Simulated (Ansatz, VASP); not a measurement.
**One calculation of Ga3As3N2, two programs**

```
Ga As N
1.0
     4.01370    0.00000    0.00000
     0.00000    5.67623    0.00000
     0.00000    0.00000   22.88527
Ga As N
3 3 2
Direct
  0.50000 0.50000 0.17478
  0.00000 0.06538 0.27327
  0.50000 0.48946 0.32920
  0.00000 0.25000 0.17478
  0.50000 0.81022 0.25542
  0.00000 0.28876 0.36640
  0.00000 0.53876 0.49312
  0.00000 0.53876 0.54119
```

Alike in both runs: task single point; functional PBE; dispersion D3(BJ); k mesh 7 × 5 × 1; occupations gaussian, width 0.05 eV; no spin polarisation.

|  | VASP | Ansatz |
| --- | --- | --- |
| version | VASP 6.6.1 | Ansatz 0.2.0 |
| potentials or method | VASP PAW PBE potentials, release 64 (Ga_d, As, N), cutoff 520 eV | scalar-relativistic, plane waves, PAW |
| valence electrons in the cell | 64 | 94 |

VASP gave:

| Property | Result |
| --- | --- |
| gap on the k mesh at the Fermi level (eV) | 0.39 |
| least direct gap on the mesh (eV) | 0.75 |
| rms of the force components (eV/Å) | 0.690 |

What did Ansatz give for the same quantities?

gap on the k mesh at the Fermi level (eV): 0.40; least direct gap on the mesh (eV): 0.76; rms of the force components (eV/Å): 0.336.

One of these differences is far larger than is usual between the two programs; its cause wasn't traced. VASP's potentials hold 64 valence electrons a cell and Ansatz's 94, so a difference there can come from the potentials and not from the codes.

Noted on VASP's run: the standard files for N, O and F lose accuracy on very short bonds.
